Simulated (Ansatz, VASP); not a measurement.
**One calculation of TiAl2, two programs**

The input INCAR:

```
SYSTEM = TiAl2
PREC = Accurate
ENCUT = 520
EDIFF = 1E-7
ISMEAR = 0
SIGMA = 0.3
LREAL = .FALSE.
LASPH = .TRUE.
NELM = 80
ALGO = Fast
ISIF = 2
LWAVE = .FALSE.
LCHARG = .FALSE.
GGA = PS
NBANDS = 27
```

File KPOINTS:

```
Automatic mesh
0
G
  10 10 10
  0 0 0
```

POSCAR

```
TiAl2
1.0
    1.9795500000     -6.0472000000      0.0000000000
    1.9795500000      6.0472000000      0.0000000000
    0.0000000000      0.0000000000      4.0315000000
Ti Al
2 4
Direct
    0.6490000000      0.3510000000      0.0000000000
    0.3510000000      0.6490000000      0.0000000000
    0.0000000000      0.0000000000      0.0000000000
    0.8240000000      0.1760000000      0.5000000000
    0.1760000000      0.8240000000      0.5000000000
    0.5000000000      0.5000000000      0.5000000000
```

Input for Ansatz:

```yaml
crystal:
  lattice:
    - [1.97955, -6.0472, 0.0]
    - [1.97955, 6.0472, 0.0]
    - [0.0, 0.0, 4.0315]
  atoms:
    - { symbol: Ti, position: [0.649, 0.351, 0.0] }
    - { symbol: Ti, position: [0.351, 0.649, 0.0] }
    - { symbol: Al, position: [0.0, 0.0, 0.0] }
    - { symbol: Al, position: [0.824, 0.176, 0.5] }
    - { symbol: Al, position: [0.176, 0.824, 0.5] }
    - { symbol: Al, position: [0.5, 0.5, 0.5] }
basis:
  ecutwfc: 420
kpoints:
  mp_grid: { grid: [10, 10, 10] }
hamiltonian:
  xc: pbesol
scf:
  occupations: { method: gaussian, width: 0.3 }
output:
  forces: true
  stress: true
  eigenvalues: true
```

Alike in both runs: task single point; functional PBEsol; k mesh 10 × 10 × 10; occupations gaussian, width 0.3 eV; no spin polarisation.

|  | VASP | Ansatz |
| --- | --- | --- |
| version | VASP 6.6.1 | Ansatz 0.2.0 |
| potentials or method | VASP PAW PBE potentials, release 64 (Ti_sv, Al), cutoff 520 eV | scalar-relativistic, plane waves, PAW |
| valence electrons in the cell | 36 | 36 |

VASP gave:

- gap on the k mesh at the Fermi level (eV): none
- pressure (GPa): -2.6
- traceless stress, the component that is largest in VASP (GPa): -1.66
- rms of the force components (eV/Å): 0.292

Task: What did Ansatz give for the same quantities?

Result: gap on the k mesh at the Fermi level (eV): none; pressure (GPa): -2.7; traceless stress, the component that is largest in VASP (GPa): -1.65; rms of the force components (eV/Å): 0.290.

VASP's potentials were made for PBE, not for PBEsol. Atom by atom the forces differ by 0.002 eV/Å (rms over components). A gap of «none» marks a metal or a gap that the smearing closes.
